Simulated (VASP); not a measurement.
# Rb (Fd-3m) in VASP: relaxation of cell and atoms with LDA

Aim: the relaxation of cell and atoms of Rb with LDA.

Program: VASP 6.6.1. These are calculated values, not measurements. Logs are shortened: lines on timing, memory, paths and dates and some standing lists are left out, and cuts for length are marked.

## (1) The cell of the first run

Symmetry: Fd-3m, No. 227, cubic system. Conventional cell: a = 9.186 Å, b = 9.186 Å, c = 9.186 Å, α = 90.00°, β = 90.00°, γ = 90.00°. Rb (site symmetry -43m) has 4 Rb at 3.98 Å within 5.2 Å.

## (2) Relaxation of cell and atoms, LDA

INCAR

```
PREC = Accurate
ENCUT = 600
EDIFF = 1E-7
ISMEAR = -1
SIGMA = 0.08
LREAL = F
LASPH = T
NELM = 60
ALGO = Normal
ISIF = 3
LWAVE = F
LCHARG = F
IBRION = 2
NSW = 60
EDIFFG = -0.005
```

KPOINTS

```
regular mesh
0
Gamma
  7 7 7
```

POSCAR

```
Rb
1.0
    0.0000000000      4.5929436550      4.5929436550
    4.5929436550      0.0000000000      4.5929436550
    4.5929436550      4.5929436550      0.0000000000
Rb
2
Direct
   -0.1250000000     -0.1250000000     -0.1250000000
    0.1250000000      0.1250000000      0.1250000000
```

Potentials or basis: VASP PAW LDA potentials, release 64 (Rb_sv).

On the command line:

```sh
$ cat potpaw_LDA.64/Rb_sv/POTCAR > POTCAR
$ mpirun -np 1 vasp_std > vasp.out
```

OUTCAR:

```text
PREC = Accurate
   ENCUT = 600
   EDIFF = 1E-7
   ISMEAR = -1
   LREAL = F
   LASPH = T
   NELM = 60
   ISIF = 3
   IBRION = 2
   NSW = 60
   EDIFFG = -0.005

 ion  position               nearest neighbor table
   1  0.875  0.875  0.875-   2 3.98   2 3.98   2 3.98   2 3.98
   2  0.125  0.125  0.125-   1 3.98   1 3.98   1 3.98   1 3.98

  LATTYP: Found a face centered cubic cell.
 ALAT       =     9.1858873100

  Lattice vectors:

 A1 = (   0.0000000000,   4.5929436550,   4.5929436550)
 A2 = (   4.5929436550,   0.0000000000,   4.5929436550)
 A3 = (   4.5929436550,   4.5929436550,   0.0000000000)

Analysis of symmetry for initial positions (statically):
[... 5 lines left out ...]
 face centered cubic supercell.

 Subroutine GETGRP returns: Found 48 space group operations
 (whereof 12 operations were pure point group operations)
 out of a pool of 48 trial point group operations.

The static configuration has the point symmetry D_3d.
 The point group associated with its full space group is O_h .

Analysis of symmetry for dynamics (positions and initial velocities):
[... 5 lines left out ...]
 face centered cubic supercell.

 Subroutine GETGRP returns: Found 48 space group operations
 (whereof 12 operations were pure point group operations)
 out of a pool of 48 trial point group operations.

The dynamic configuration has the point symmetry D_3d.
 The point group associated with its full space group is O_h .

 Subroutine INISYM returns: Found 48 space group operations
 (whereof 12 operations are pure point group operations),
 and found     1 'primitive' translations

----------------------------------------------------------------------------------------

                                     Primitive cell

  volume of cell :     193.7775

  direct lattice vectors                    reciprocal lattice vectors
     0.000000000  4.592943655  4.592943655    -0.108862646  0.108862646  0.108862646
     4.592943655  0.000000000  4.592943655     0.108862646 -0.108862646  0.108862646
     4.592943655  4.592943655  0.000000000     0.108862646  0.108862646 -0.108862646

  length of vectors
     6.495403208  6.495403208  6.495403208     0.188555634  0.188555634  0.188555634

  position of ions in fractional coordinates (direct lattice)
     0.875000000  0.875000000  0.875000000
     0.125000000  0.125000000  0.125000000

  ion indices of the primitive-cell ions
   primitive index   ion index
                 1           1
                 2           2

----------------------------------------------------------------------------------------

 KPOINTS: regular mesh

Automatic generation of k-mesh.
 Grid dimensions read from file:
 generate k-points for:    7    7    7

 Generating k-lattice:

  Cartesian coordinates                     Fractional coordinates (reciprocal lattice)
    -0.015551807  0.015551807  0.015551807     0.142857143  0.000000000  0.000000000
     0.015551807 -0.015551807  0.015551807     0.000000000  0.142857143  0.000000000
     0.015551807  0.015551807 -0.015551807     0.000000000  0.000000000  0.142857143

  Length of vectors
     0.026936519  0.026936519  0.026936519

  Shift w.r.t. Gamma in fractional coordinates (k-lattice)
     0.000000000  0.000000000  0.000000000

 Subroutine IBZKPT returns following result:
 ===========================================

 Found     20 irreducible k-points:

 Following reciprocal coordinates:
            Coordinates               Weight
  0.000000  0.000000  0.000000      1.000000
  0.142857  0.000000  0.000000      8.000000
  0.285714  0.000000  0.000000      8.000000
  0.428571  0.000000  0.000000      8.000000
  0.142857  0.142857  0.000000      6.000000
  0.285714  0.142857  0.000000     24.000000
[... 12 lines left out ...]
 -0.428571  0.428571  0.142857     24.000000
 -0.285714  0.428571  0.142857     24.000000
   k-points           NKPTS =     20   k-points in BZ     NKDIM =     20   number of bands    NBANDS=     13
   number of dos      NEDOS =    301   number of ions     NIONS =      2
   total plane-waves  NPLWV = 157464
   dimension x,y,z NGX =    54 NGY =   54 NGZ =   54
   dimension x,y,z NGXF=   108 NGYF=  108 NGZF=  108
   ions per type =               2
   NGX,Y,Z   is equivalent  to a cutoff of  13.82, 13.82, 13.82 a.u.
   NGXF,Y,Z  is equivalent  to a cutoff of  27.64, 27.64, 27.64 a.u.
 SYSTEM =  unknown system
   PREC   = accura    normal or accurate (medium, high low for compatibility)
   ISTART =      0    job   : 0-new  1-cont  2-samecut
   ICHARG =      2    charge: 1-file 2-atom 10-const
   ISPIN  =      1    spin polarized calculation?
   LNONCOLLINEAR =      F non collinear calculations
   LSORBIT =      F    spin-orbit coupling
   LASPH  =      T    aspherical Exc in radial PAW
   ENCUT  =  600.0 eV  44.10 Ry    6.64 a.u.  12.97 12.97 12.97*2*pi/ulx,y,z
   NELM   =     60;   NELMIN=  2; NELMDL= -5     # of ELM steps
   EDIFF  = 0.1E-06   stopping-criterion for ELM
   LREAL  =      F    real-space projection
   EDIFFG = -.5E-02   stopping-criterion for IOM
   NSW    =     60    number of steps for IOM
   IBRION =      2    ionic relax: 0-MD 1-quasi-New 2-CG
   NFREE  =      1    steps in history (QN), initial steepest desc. (CG)
   ISIF   =      3    stress and relaxation
   ISYM   =      2    0-nonsym 1-usesym 2-fastsym
   POTIM  = 0.5000    time-step for ionic-motion
   TEBEG  =    0.0;   TEEND  =   0.0 temperature during run
   PSTRESS=    0.0 pullay stress
   NELECT =      18.0000    total number of electrons
   NUPDOWN=      -1.0000    fix difference up-down
   EMIN   =  10.00;   EMAX   =-10.00  energy-range for DOS
   EFERMI =   0.00;   METHOD = LEGACY
   ISMEAR =    -1;   SIGMA  =   0.08  broadening in eV -4-tet -1-fermi 0-gaus
   EFERMI_NEDOS =   21; number of points for ismear=-14 and -15
   IALGO  =     38    algorithm
   IMIX   =      4    mixing-type and parameters
     AMIX     =   0.40;   BMIX     =  1.00
     AMIX_MAG =   1.60;   BMIX_MAG =  1.00
  volume/ion in A,a.u.               =      96.89       653.84
  Fermi-wavevector in a.u.,A,eV,Ry     =   0.741420  1.401081  7.479180  0.549704
  Thomas-Fermi vector in A             =   1.836057
   LORBIT       =      0    0 simple, 1 ext, 2 COOP (PROOUT), +10 PAW based schemes
   GGA     = CA    functional components
   LHFCALC =     F    Hartree Fock is set to
   AEXX    =    0.0000 exact exchange contribution
   IVDW    =     0    specifies the selected vdW correction
   LEPSILON=     F    determine dielectric tensor
   LRPA    =     F    only Hartree local field effects (RPA)
 conjugate gradient relaxation of ions
 non-spin polarized calculation
  energy-cutoff  :      600.00
  volume of cell :      193.78
 maximum number of plane-waves:      6498
 NGX is ok and might be reduce to    54
   NGX = 25   NGY = 25   NGZ = 25

--------------------------------------- Ionic step        1  -------------------------------------------

 number of electron      18.0000000 magnetization

 Free energy of the ion-electron system (eV)
  ---------------------------------------------------
  ext. energy  EPLUGINS =         0.00000000
  ---------------------------------------------------
  free energy    TOTEN  =        -1.53261895 eV

  energy without entropy =       -1.49764541  energy(sigma->0) =       -1.51513218

------------------------ aborting loop because EDIFF is reached ----------------------------------------

  FORCE on cell =-STRESS in cart. coord.  units (eV):
  Direction    XX          YY          ZZ          XY          YZ          ZX
  --------------------------------------------------------------------------------------
  -------------------------------------------------------------------------------------
  Total        0.4344690      0.4344690      0.4344690      0.0000000     -0.0000000      0.0000000
  in kB        3.5922454      3.5922454      3.5922454      0.0000000     -0.0000000      0.0000000
  external PRESSURE =       3.5922454 kB  Pullay stress =       0.0000000 kB

 VOLUME and BASIS-vectors are now :
 -----------------------------------------------------------------------------
  energy-cutoff  :      600.00
  volume of cell :      193.78
      direct lattice vectors                 reciprocal lattice vectors
     0.000000000  4.592943655  4.592943655    -0.108862646  0.108862646  0.108862646
     4.592943655  0.000000000  4.592943655     0.108862646 -0.108862646  0.108862646
     4.592943655  4.592943655  0.000000000     0.108862646  0.108862646 -0.108862646
[... 145 lines left out ...]
 POSITION                                       TOTAL-FORCE (eV/Angst)
 -----------------------------------------------------------------------------------
      8.63158      8.63158      8.63158         0.000000      0.000000      0.000000
      1.23308      1.23308      1.23308        -0.000000     -0.000000     -0.000000
 -----------------------------------------------------------------------------------
    total drift:                               -0.000000      0.000000     -0.000000

  FREE ENERGIE OF THE ION-ELECTRON SYSTEM (eV)
  ---------------------------------------------------
  free  energy   TOTEN  =        -1.5766777731 eV

  energy  without entropy=       -1.5457991046  energy(sigma->0) =       -1.56123844

--------------------------------------- Ionic step        6  -------------------------------------------

 number of electron      18.0000000 magnetization

 Free energy of the ion-electron system (eV)
  ---------------------------------------------------
  ext. energy  EPLUGINS =         0.00000000
  ---------------------------------------------------
  free energy    TOTEN  =        -1.57671798 eV

  energy without entropy =       -1.54571504  energy(sigma->0) =       -1.56121651

 E-fermi :  -0.6144     XC(G=0):  -4.9164

 val. band max:       -0.6887128138   @ k =  -0.2857   0.4286   0.1429
 cond. band min:      -0.5967549438   @ k =  -0.4286   0.4286   0.0000
 fundamental gap:      0.0919578700
 Fermi energy:        -0.6143966194

 k-point     1 :       0.0000    0.0000    0.0000
  band No.  band energies     occupation
      1     -29.8101      2.00000
      2     -29.7847      2.00000
      3     -14.0101      2.00000
      4     -14.0101      2.00000
      5     -14.0101      2.00000
      6     -13.8828      2.00000
      7     -13.8828      2.00000
      8     -13.8828      2.00000
      9      -2.3319      2.00000
     10       1.4698      0.00000
     11       1.4698      0.00000
     12       1.4698      0.00000
     13       1.5662      0.00000

 k-point     2 :       0.1429    0.0000    0.0000
  band No.  band energies     occupation
      1     -29.8092      2.00000
      2     -29.7857      2.00000
      3     -14.0129      2.00000
      4     -14.0129      2.00000
      5     -14.0097      2.00000
      6     -13.8839      2.00000
      7     -13.8799      2.00000
      8     -13.8799      2.00000
      9      -2.2197      2.00000
     10       1.0534      0.00000
     11       1.3529      0.00000
[... 310 lines left out ...]
 POSITION                                       TOTAL-FORCE (eV/Angst)
 -----------------------------------------------------------------------------------
      8.61229      8.61229      8.61229         0.000000      0.000000     -0.000000
      1.23033      1.23033      1.23033        -0.000000     -0.000000      0.000000
 -----------------------------------------------------------------------------------
    total drift:                               -0.000000      0.000000     -0.000000

  FREE ENERGIE OF THE ION-ELECTRON SYSTEM (eV)
  ---------------------------------------------------
  free  energy   TOTEN  =        -1.5767179802 eV

  energy  without entropy=       -1.5457150447  energy(sigma->0) =       -1.56121651

 reached required accuracy - stopping structural energy minimisation
```

Wall time 7 min (1 thread of AMD EPYC 9755, shared host); peak memory 0.3 GiB.

What came out:

| Quantity | Value |
| --- | --- |
| Free energy | -1.5767 eV |
| Relaxed volume | 119.19 Å³/atom |
| Relaxed cell | a = 6.960 Å, b = 6.960 Å, c = 6.960 Å, α = 60.00°, β = 60.00°, γ = 60.00° |
| Space group after relaxing (to 0.05 Å) | Fd-3m (No. 227) |
| Energy gained by relaxing | 22.0 meV/atom |
| Ionic steps | 6 |
| Pressure after relaxing | 0.0 GPa |

Step by step:
```tsv
step	energy change (eV)	largest force (eV/Å)	pressure (GPa)	volume (Å³)
1	0.0000	0.0000	0.36	193.78
2	-0.0125	0.0000	0.29	199.93
3	-0.0371	0.0000	0.13	219.18
4	-0.0363	0.0000	-0.10	261.31
5	-0.0441	0.0000	-0.01	239.99
6	-0.0441	0.0000	0.00	238.38
```

Final structure:
```
Rb
1.0
     0.00000    4.92131    4.92131
     4.92131    0.00000    4.92131
     4.92131    4.92131    0.00000
Rb
2
Direct
  0.87500 0.87500 0.87500
  0.12500 0.12500 0.12500
```

Levels at points of the mesh, in eV from the Fermi level:
| k point | band 5 | band 6 | band 7 | band 8 | band 9 | band 10 | band 11 | band 12 | band 13 |
| --- | --- | --- | --- | --- | --- | --- | --- | --- | --- |
| (0.00, 0.00, 0.00) | -13.40 | -13.27 | -13.27 | -13.27 | -1.72 | 2.08 | 2.08 | 2.08 | 2.18 |

Caveat: the volume moved by over 15 % at a fixed basis, so the end points are rough.
